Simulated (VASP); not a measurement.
Input of a VASP 6.6.1 run:

File INCAR:

```
  PREC = Accurate
  ENCUT = 520
  EDIFF = 1E-7
  ISMEAR = 0
  SIGMA = 0.15
  LREAL = False
  LASPH = True
  NELM = 60
  ALGO = Fast
  ISIF = 2
  LWAVE = False
  LCHARG = True
  GGA = PS
  LELF = True
  LVHAR = True
  NBANDS = 12
```

Contents of KPOINTS:

```
regular mesh
0
Gamma
  18 18 18
```

Contents of POSCAR:

```
Y
1.0
    0.0000000000      2.3384745318      2.8061694381
    2.3384745318      0.0000000000      2.8061694381
    2.3384745318      2.3384745318      0.0000000000
Y
1
Direct
    0.0000000000      0.0000000000      0.0000000000
```

Potentials or basis: VASP PAW PBE potentials, release 64 (Y_sv).

Launch:

```console
$ cat potpaw_PBE.64/Y_sv/POTCAR > POTCAR
$ mpirun -np 1 vasp_std > vasp.out
```

Predict the pressure.

0.0 GPa.

Stress tensor (GPa, compression positive):
```
 2.08  0.00  0.00
 0.00  2.08  0.00
 0.00  0.00 -4.31
```

Caveat: the PAW data sets were made with another functional, which shifts forces and pressure a little.
